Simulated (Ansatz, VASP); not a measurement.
Two plane-wave programs on CoSi2

```
Co Si
1.0
     0.00000    2.65642    2.65642
     2.65642    0.00000    2.65642
     2.65642    2.65642    0.00000
Co Si
1 2
Direct
  0.00000 0.00000 0.00000
  0.75000 0.75000 0.75000
  0.25000 0.25000 0.25000
```

Alike in both runs: task single point; functional PBEsol; k mesh 6 × 6 × 6; occupations gaussian, width 0.1 eV; no spin polarisation.

|  | VASP | Ansatz |
| --- | --- | --- |
| version | VASP 6.6.1 | Ansatz 0.2.0 |
| potentials or method | VASP PAW PBE potentials, release 64 (Co, Si), cutoff 600 eV | scalar-relativistic, plane waves, PAW |
| valence electrons in the cell | 17 | 25 |

```csv
,VASP,Ansatz,Ansatz less VASP
gap on the k mesh at the Fermi level (eV),none,none,-
pressure (GPa),0.0,0.0,+0.03
```

VASP's potentials were made for PBE, not for PBEsol, and Ansatz warns of the same on its side. A gap of «none» marks a metal or a gap that the smearing closes. The functional is the same, so the differences come from potentials, cutoffs and numerics. VASP's potentials hold 17 valence electrons a cell and Ansatz's 25, so a difference there can come from the potentials and not from the codes.
